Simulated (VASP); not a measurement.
Write the native input for VASP 6.6.1 that does the following.

| Property | Result |
| --- | --- |
| Task | single point |
| Functional | pbe exchange, lyp correlation |
| Potentials or basis | VASP PAW PBE potentials, release 64 (Rb_sv, Ag) |
| Cutoff | 500 eV |
| k mesh | 4 × 4 × 4 |
| Occupations | gaussian, width 0.05 eV |
| Spin | no spin polarisation |
| Dipole correction | no |
| Further INCAR settings | ALGO = Normal; EDIFF = 1e-06; NBANDS = 27 |

The structure of Rb3Ag lies in POSCAR:

```
Rb3Ag
1.0
    5.0327288241      0.0000000000      0.0000000000
    0.0000000000      5.0327288241      0.0000000000
    0.0000000000      0.0000000000      5.0327288241
Rb Ag
3 1
Direct
    0.0000000000      0.5000000000      0.5000000000
    0.5000000000      0.0000000000      0.5000000000
    0.5000000000      0.5000000000      0.0000000000
    0.0000000000      0.0000000000      0.0000000000
```

These files were run (other wordings do the same):

INCAR

```
  PREC = Accurate
  ENCUT = 500
  EDIFF = 1E-6
  ISMEAR = 0
  SIGMA = 0.05
  LREAL = False
  LASPH = True
  NELM = 120
  ALGO = Normal
  ISIF = 2
  LWAVE = False
  LCHARG = False
  GGA = LIBXC
  LIBXC1 = GGA_X_PBE
  LIBXC2 = GGA_C_LYP
  NBANDS = 27
  GGA_COMPAT = False
```

KPOINTS

```
Automatic mesh
0
Gamma
  4 4 4
```

Potentials or basis: VASP PAW PBE potentials, release 64 (Rb_sv, Ag).

The run is started by

```bash
$ cat potpaw_PBE.64/Rb_sv/POTCAR potpaw_PBE.64/Ag/POTCAR > POTCAR
$ mpirun -np 1 vasp_std > vasp.out
```

Results of the run:

```
Pressure               : 10.0 GPa
Band gap on the k mesh : zero (bands 19 and 20 overlap by 1.00 eV)
```

Caveat: the cell stands under pressure; the PAW data sets were made with another functional, which shifts forces and pressure a little.

It took 27 s on 1 thread of AMD EPYC 7R13 Processor (Zen 3), on a shared host, peak memory 0.21 GiB.
